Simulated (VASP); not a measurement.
# BeS (F-43m) in VASP: further runs

Runs on BeS. Level: r2SCAN. Tasks: single point.

Program: VASP 6.6.1. These are calculated values, not measurements. Logs are shortened: lines on timing, memory, paths and dates and some standing lists are left out, and cuts for length are marked.

## Step 1: The cell of the first run

It takes space group F-43m (No. 216, cubic). The conventional cell has a = 4.869 Å, b = 4.869 Å, c = 4.869 Å, α = 90.00°, β = 90.00°, γ = 90.00°. Within 2.8 Å of Be (site symmetry -43m) lie 4 S at 2.11 Å. S (site symmetry -43m) has 4 Be at 2.11 Å within 2.8 Å.

## Step 2: Single point, r2SCAN

POSCAR reads:

```
BeS
1.0
    0.0000000000      2.4343062304      2.4343062304
    2.4343062304      0.0000000000      2.4343062304
    2.4343062304      2.4343062304      0.0000000000
Be S
1 1
Direct
    0.0000000000      0.0000000000      0.0000000000
    0.2500000000      0.2500000000      0.2500000000
```

INCAR.step1 reads:

```
PREC = Accurate ; ENCUT = 520
ISMEAR = 1 ; SIGMA = 0.001
LREAL = F ; LASPH = T
NELM = 80 ; NBANDS = 11
GGA = PE ; ALGO = Normal
EDIFF = 1E-4 ; LWAVE = T
LCHARG = F
```

INCAR.step2 reads:

```
PREC = Accurate ; ENCUT = 520
EDIFF = 1E-7 ; ISMEAR = 1
SIGMA = 0.001 ; LREAL = F
LASPH = T ; NELM = 80
ALGO = Normal ; ISIF = 2
LWAVE = F ; LCHARG = F
METAGGA = R2SCAN ; LMIXTAU = T
NBANDS = 11 ; ISTART = 1
```

KPOINTS reads:

```
Automatic mesh
0
Gamma
  6 6 6
```

Potentials or basis: VASP PAW PBE potentials, release 64 (Be, S).

The run is started by

```bash
cat potpaw_PBE.64/Be/POTCAR potpaw_PBE.64/S/POTCAR > POTCAR
cp INCAR.step1 INCAR
mpirun -np 1 vasp_std > vasp.out
cp INCAR.step2 INCAR
mpirun -np 1 vasp_std > vasp.out
```

OUTCAR:

```text
PREC = Accurate
   ENCUT = 520
   EDIFF = 1E-7
   ISMEAR = 1
   LREAL = F
   LASPH = T
   NELM = 80
   ISIF = 2
   METAGGA = R2SCAN
   ISTART = 1

 ion  position               nearest neighbor table
   1  0.000  0.000  0.000-   2 2.11   2 2.11   2 2.11   2 2.11
   2  0.250  0.250  0.250-   1 2.11   1 2.11   1 2.11   1 2.11

  LATTYP: Found a face centered cubic cell.
 ALAT       =     4.8686124608

  Lattice vectors:

 A1 = (   0.0000000000,   2.4343062304,   2.4343062304)
 A2 = (   2.4343062304,   0.0000000000,   2.4343062304)
 A3 = (   2.4343062304,   2.4343062304,   0.0000000000)

Analysis of symmetry for initial positions (statically):
=====================================================================
 Subroutine PRICEL returns:
 Original cell was already a primitive cell.

 Routine SETGRP: Setting up the symmetry group for a
 face centered cubic supercell.

 Subroutine GETGRP returns: Found 24 space group operations
 (whereof 24 operations were pure point group operations)
 out of a pool of 48 trial point group operations.

The static configuration has the point symmetry T_d .

Analysis of symmetry for dynamics (positions and initial velocities):
=====================================================================
 Subroutine PRICEL returns:
 Original cell was already a primitive cell.

 Routine SETGRP: Setting up the symmetry group for a
 face centered cubic supercell.

 Subroutine GETGRP returns: Found 24 space group operations
 (whereof 24 operations were pure point group operations)
 out of a pool of 48 trial point group operations.

The dynamic configuration has the point symmetry T_d .

 Subroutine INISYM returns: Found 24 space group operations
 (whereof 24 operations are pure point group operations),
 and found     1 'primitive' translations

----------------------------------------------------------------------------------------

                                     Primitive cell

  volume of cell :      28.8507

  direct lattice vectors                    reciprocal lattice vectors
     0.000000000  2.434306230  2.434306230    -0.205397330  0.205397330  0.205397330
     2.434306230  0.000000000  2.434306230     0.205397330 -0.205397330  0.205397330
     2.434306230  2.434306230  0.000000000     0.205397330  0.205397330 -0.205397330

  length of vectors
     3.442628886  3.442628886  3.442628886     0.355758611  0.355758611  0.355758611

  position of ions in fractional coordinates (direct lattice)
     0.000000000  0.000000000  0.000000000
     0.250000000  0.250000000  0.250000000

  ion indices of the primitive-cell ions
   primitive index   ion index
                 1           1
                 2           2

----------------------------------------------------------------------------------------

 KPOINTS: Automatic mesh

Automatic generation of k-mesh.
 Grid dimensions read from file:
 generate k-points for:    6    6    6

 Generating k-lattice:

  Cartesian coordinates                     Fractional coordinates (reciprocal lattice)
    -0.034232888  0.034232888  0.034232888     0.166666667  0.000000000  0.000000000
     0.034232888 -0.034232888  0.034232888     0.000000000  0.166666667  0.000000000
     0.034232888  0.034232888 -0.034232888     0.000000000  0.000000000  0.166666667

  Length of vectors
     0.059293102  0.059293102  0.059293102

  Shift w.r.t. Gamma in fractional coordinates (k-lattice)
     0.000000000  0.000000000  0.000000000

 Subroutine IBZKPT returns following result:
 ===========================================

 Found     16 irreducible k-points:

 Following reciprocal coordinates:
            Coordinates               Weight
  0.000000  0.000000  0.000000      1.000000
  0.166667  0.000000  0.000000      8.000000
  0.333333  0.000000  0.000000      8.000000
  0.500000  0.000000  0.000000      4.000000
  0.166667  0.166667  0.000000      6.000000
  0.333333  0.166667  0.000000     24.000000
[... 8 lines left out ...]
 -0.333333  0.333333  0.166667     24.000000
 -0.333333  0.500000  0.166667     12.000000
   k-points           NKPTS =     16   k-points in BZ     NKDIM =     16   number of bands    NBANDS=     11
   number of dos      NEDOS =    301   number of ions     NIONS =      2
   total plane-waves  NPLWV =  21952
   dimension x,y,z NGX =    28 NGY =   28 NGZ =   28
   dimension x,y,z NGXF=    56 NGYF=   56 NGZF=   56
   ions per type =               1   1
   NGX,Y,Z   is equivalent  to a cutoff of  13.52, 13.52, 13.52 a.u.
   NGXF,Y,Z  is equivalent  to a cutoff of  27.04, 27.04, 27.04 a.u.
 SYSTEM =  unknown system
   PREC   = accura    normal or accurate (medium, high low for compatibility)
   ISTART =      1    job   : 0-new  1-cont  2-samecut
   ICHARG =      0    charge: 1-file 2-atom 10-const
   ISPIN  =      1    spin polarized calculation?
   LNONCOLLINEAR =      F non collinear calculations
   LSORBIT =      F    spin-orbit coupling
   LASPH  =      T    aspherical Exc in radial PAW
   ENCUT  =  520.0 eV  38.22 Ry    6.18 a.u.   6.40  6.40  6.40*2*pi/ulx,y,z
   NELM   =     80;   NELMIN=  2; NELMDL=  0     # of ELM steps
   EDIFF  = 0.1E-06   stopping-criterion for ELM
   LREAL  =      F    real-space projection
   EDIFFG = 0.1E-05   stopping-criterion for IOM
   NSW    =      0    number of steps for IOM
   IBRION =     -1    ionic relax: 0-MD 1-quasi-New 2-CG
   NFREE  =      0    steps in history (QN), initial steepest desc. (CG)
   ISIF   =      2    stress and relaxation
   ISYM   =      2    0-nonsym 1-usesym 2-fastsym
   POTIM  = 0.5000    time-step for ionic-motion
   TEBEG  =    0.0;   TEEND  =   0.0 temperature during run
   PSTRESS=    0.0 pullay stress
   NELECT =       8.0000    total number of electrons
   NUPDOWN=      -1.0000    fix difference up-down
   EMIN   =  10.00;   EMAX   =-10.00  energy-range for DOS
   EFERMI =   0.00;   METHOD = LEGACY
   ISMEAR =     1;   SIGMA  =   0.00  broadening in eV -4-tet -1-fermi 0-gaus
   EFERMI_NEDOS =   21; number of points for ismear=-14 and -15
   IALGO  =     38    algorithm
   IMIX   =      4    mixing-type and parameters
     AMIX     =   0.40;   BMIX     =  1.00
     AMIX_MAG =   1.60;   BMIX_MAG =  1.00
  volume/ion in A,a.u.               =      14.43        97.35
  Fermi-wavevector in a.u.,A,eV,Ry     =   1.067545  2.017368 15.505918  1.139653
  Thomas-Fermi vector in A             =   2.203165
   LORBIT       =      0    0 simple, 1 ext, 2 COOP (PROOUT), +10 PAW based schemes
   METAGGA = R2SCAN    functional components
   LHFCALC =     F    Hartree Fock is set to
   AEXX    =    0.0000 exact exchange contribution
   IVDW    =     0    specifies the selected vdW correction
   LEPSILON=     F    determine dielectric tensor
   LRPA    =     F    only Hartree local field effects (RPA)
 non-spin polarized calculation
 Methfessel and Paxton  Order N= 1 SIGMA  =   0.00
  energy-cutoff  :      520.00
  volume of cell :       28.85
 maximum number of plane-waves:       791
 NGX is ok and might be reduce to    28
   NGX = 13   NGY = 13   NGZ = 13

 number of electron       7.9999999 magnetization

 Free energy of the ion-electron system (eV)
  ---------------------------------------------------
  ext. energy  EPLUGINS =         0.00000000
  ---------------------------------------------------
  free energy    TOTEN  =       -14.78424880 eV

  energy without entropy =      -14.78424880  energy(sigma->0) =      -14.78424880

 E-fermi :   3.8956     XC(G=0): -10.1328

 val. band max:        3.8500575444   @ k =   0.0000   0.0000   0.0000
 cond. band min:       7.4474676129   @ k =   0.5000   0.5000   0.0000
 fundamental gap:      3.5974100685
 Fermi energy:         3.8955708435

 k-point     1 :       0.0000    0.0000    0.0000
  band No.  band energies     occupation
      1     -10.3670      2.00000
      2       3.8501      2.00000
      3       3.8501      2.00000
      4       3.8501      2.00000
      5      10.1132      0.00000
      6      10.1132      0.00000
      7      10.1132      0.00000
      8      10.4344      0.00000
      9      17.2511      0.00000
     10      17.2511      0.00000
     11      19.6602      0.00000

 k-point     2 :       0.1667    0.0000    0.0000
  band No.  band energies     occupation
      1     -10.0475      2.00000
      2       1.9539      2.00000
      3       3.5257      2.00000
      4       3.5257      2.00000
      5      10.0606      0.00000
      6      10.6938      0.00000
      7      10.6938      0.00000
      8      12.4022      0.00000
      9      16.3496      0.00000
     10      16.3496      0.00000
     11      19.3740      0.00000

 k-point     3 :       0.3333    0.0000    0.0000
  band No.  band energies     occupation
      1      -9.2539      2.00000
      2      -0.7778      2.00000
      3       3.0172      2.00000
      4       3.0172      2.00000
      5       9.9606      0.00000
      6      11.1110      0.00000
      7      11.1110      0.00000
      8      15.0315      0.00000
      9      17.1545      0.00000
     10      17.1545      0.00000
     11      19.0223      0.00000

 k-point     4 :       0.5000    0.0000    0.0000
  band No.  band energies     occupation
      1      -8.7215      2.00000
      2      -2.0338      2.00000
      3       2.8082      2.00000
      4       2.8082      2.00000
      5       9.9084      0.00000
      6      10.9934      0.00000
      7      10.9934      0.00000
      8      15.8533      0.00000
      9      19.5258      0.00000
     10      19.5258      0.00000
     11      20.0398      0.00000
[... 127 lines left out ...]
 k-point    14 :       0.5000    0.3333    0.1667
  band No.  band energies     occupation
      1      -8.6682      2.00000
      2      -0.6066      2.00000
      3       0.8234      2.00000
      4       1.9316      2.00000
      5      10.1654      0.00000
      6      11.4480      0.00000
      7      12.3124      0.00000
      8      14.9304      0.00000
      9      17.2344      0.00000
     10      19.4209      0.00000
     11      21.5123      0.00000

 k-point    15 :      -0.3333    0.3333    0.1667
  band No.  band energies     occupation
      1      -8.2806      2.00000
      2      -1.0926      2.00000
      3       0.3566      2.00000
      4       1.4524      2.00000
      5      10.5446      0.00000
      6      11.5135      0.00000
      7      13.9748      0.00000
      8      14.8810      0.00000
      9      15.8766      0.00000
     10      20.2533      0.00000
     11      21.2122      0.00000

 k-point    16 :      -0.3333    0.5000    0.1667
  band No.  band energies     occupation
      1      -8.1219      2.00000
      2      -0.8469      2.00000
      3       0.3850      2.00000
      4       0.6477      2.00000
      5       9.5043      0.00000
      6      11.0641      0.00000
      7      14.6816      0.00000
      8      15.0665      0.00000
      9      19.1228      0.00000
     10      19.4232      0.00000
     11      21.7801      0.00000

------------------------ aborting loop because EDIFF is reached ----------------------------------------

  FORCE on cell =-STRESS in cart. coord.  units (eV):
  Direction    XX          YY          ZZ          XY          YZ          ZX
  --------------------------------------------------------------------------------------
  -------------------------------------------------------------------------------------
  Total        0.0551276      0.0551276      0.0551276      0.0000000      0.0000000     -0.0000000
  in kB        3.0614272      3.0614272      3.0614272      0.0000000      0.0000000     -0.0000000
  external PRESSURE =       3.0614272 kB  Pullay stress =       0.0000000 kB

 VOLUME and BASIS-vectors are now :
 -----------------------------------------------------------------------------
  energy-cutoff  :      520.00
  volume of cell :       28.85
      direct lattice vectors                 reciprocal lattice vectors
     0.000000000  2.434306230  2.434306230    -0.205397330  0.205397330  0.205397330
     2.434306230  0.000000000  2.434306230     0.205397330 -0.205397330  0.205397330
     2.434306230  2.434306230  0.000000000     0.205397330  0.205397330 -0.205397330

 POSITION                                       TOTAL-FORCE (eV/Angst)
 -----------------------------------------------------------------------------------
      0.00000      0.00000      0.00000        -0.000000      0.000000      0.000000
      1.21715      1.21715      1.21715         0.000000     -0.000000     -0.000000
 -----------------------------------------------------------------------------------
    total drift:                                0.000000      0.000000      0.000000

  FREE ENERGIE OF THE ION-ELECTRON SYSTEM (eV)
  ---------------------------------------------------
  free  energy   TOTEN  =       -14.7842488003 eV

  energy  without entropy=      -14.7842488003  energy(sigma->0) =      -14.78424880
```

Run time: 53 s. Hardware: 1 thread of AMD EPYC 7R13, shared host; peak memory 0.12 GiB.

What came out:

* Free energy: -14.7842 eV
* Pressure: 0.3 GPa
* Band gap on the k mesh: 3.60 eV, indirect (least direct gap 6.26 eV)

Levels at points of the mesh, in eV from the valence-band top:
| k point | band 1 | band 2 | band 3 | band 4 | band 5 | band 6 | band 7 | band 8 | band 9 |
| --- | --- | --- | --- | --- | --- | --- | --- | --- | --- |
| (0.00, 0.00, 0.00) | -14.22 | 0.00 | 0.00 | 0.00 | 6.26 | 6.26 | 6.26 | 6.58 | 13.40 |
| (0.50, 0.00, 0.00) | -12.57 | -5.88 | -1.04 | -1.04 | 6.06 | 7.14 | 7.14 | 12.00 | 15.68 |
| (0.50, 0.50, 0.00) | -12.01 | -5.13 | -2.67 | -2.67 | 3.60 | 5.39 | 13.77 | 13.77 | 16.61 |

Caveat: the PAW data sets were made with another functional, which shifts forces and pressure a little. r2SCAN opens gaps a little over a GGA but as a rule still falls short of measured ones.

## Step 3: Single point, r2SCAN

POSCAR is that of step 2.

INCAR.step1 reads:

```
SYSTEM = BeS
  PREC = Accurate
  ENCUT = 520
  ISMEAR = 1
  SIGMA = 0.001
  LREAL = .False.
  LASPH = .True.
  NELM = 60
  NBANDS = 11
  GGA = PE
  ALGO = Normal
  EDIFF = 1E-4
  LWAVE = .True.
  LCHARG = .False.
```

INCAR.step2 reads:

```
SYSTEM = BeS
  PREC = Accurate
  ENCUT = 520
  EDIFF = 1E-7
  ISMEAR = 1
  SIGMA = 0.001
  LREAL = .False.
  LASPH = .True.
  NELM = 60
  ALGO = Normal
  ISIF = 2
  LWAVE = .False.
  LCHARG = .False.
  METAGGA = R2SCAN
  LMIXTAU = .True.
  NBANDS = 11
  ISTART = 1
```

KPOINTS reads:

```
Automatic mesh
0
Gamma
  6 6 6
  0 0 0
```

Potentials or basis: VASP PAW PBE potentials, release 64 (Be, S).

The run is started by

```bash
cat potpaw_PBE.64/Be/POTCAR potpaw_PBE.64/S/POTCAR > POTCAR
cp INCAR.step1 INCAR
mpirun -np 1 vasp_std > vasp.out
cp INCAR.step2 INCAR
mpirun -np 1 vasp_std > vasp.out
```

Run time: 52 s. Hardware: 1 thread of AMD EPYC 7R13, shared host; peak memory 0.12 GiB.

The run converged. Its results:

```
Free energy            : -14.7842 eV
Pressure               : 0.3 GPa
Band gap on the k mesh : 3.60 eV, indirect (least direct gap 6.26 eV)
```

Levels at points of the mesh, in eV from the valence-band top:
| k point | band 2 | band 3 | band 4 | band 5 | band 6 | band 7 |
| --- | --- | --- | --- | --- | --- | --- |
| (0.00, 0.00, 0.00) | 0.00 | 0.00 | 0.00 | 6.26 | 6.26 | 6.26 |
| (0.50, 0.00, 0.00) | -5.88 | -1.04 | -1.04 | 6.06 | 7.14 | 7.14 |
| (0.50, 0.50, 0.00) | -5.13 | -2.67 | -2.67 | 3.60 | 5.39 | 13.77 |

Caveat: the PAW data sets were made with another functional, which shifts forces and pressure a little. A k mesh can miss the band edges.
